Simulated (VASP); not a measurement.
Wanted: the native input for a VASP 6.6.1 run.

- Task: single point
- Functional: PBE
- Potentials or basis: VASP PAW PBE potentials, release 64 (K_sv, Cl)
- Cutoff: 520 eV
- k mesh: 8 × 8 × 8
- Occupations: gaussian, width 0.05 eV
- Spin: no spin polarisation
- Dipole correction: no
- Further INCAR settings: ALGO = Normal; EDIFF = 1e-07; NBANDS = 15

The structure of KCl lies in POSCAR:

```
KCl
1.0
    4.3095687483      0.0000000000      0.0000000000
    0.0000000000      4.3095687483      0.0000000000
    0.0000000000      0.0000000000      3.0468651050
K Cl
1 1
Direct
    0.0000000000      0.0000000000      0.0000000000
    0.5000000000      0.5000000000      0.5000000000
```

This cell differs from its parent crystal: ratio of the length along z to the lengths across it x 0.707, volume and fractional coordinates fixed.

These files were run (other wordings do the same):

INCAR

```
  PREC = Accurate
  ENCUT = 520
  EDIFF = 1E-7
  ISMEAR = 0
  SIGMA = 0.05
  LREAL = False
  LASPH = True
  NELM = 60
  ALGO = Normal
  ISIF = 2
  LWAVE = False
  LCHARG = True
  GGA = PE
  LELF = True
  LVHAR = True
  NBANDS = 15
```

KPOINTS

```
Automatic mesh
0
Gamma
  8 8 8
```

Potentials or basis: VASP PAW PBE potentials, release 64 (K_sv, Cl).

Run with:

```console
$ cat potpaw_PBE.64/K_sv/POTCAR potpaw_PBE.64/Cl/POTCAR > POTCAR
$ mpirun -np 1 vasp_std > vasp.out
```

Results of the run:

```json
{"Pressure": "1.4 GPa", "Band gap on the k mesh": "2.26 eV (least direct gap 2.31 eV)"}
```

It took 63 s on 1 thread of Intel Xeon 8259CL, with other jobs on the host, peak memory 0.2 GiB.
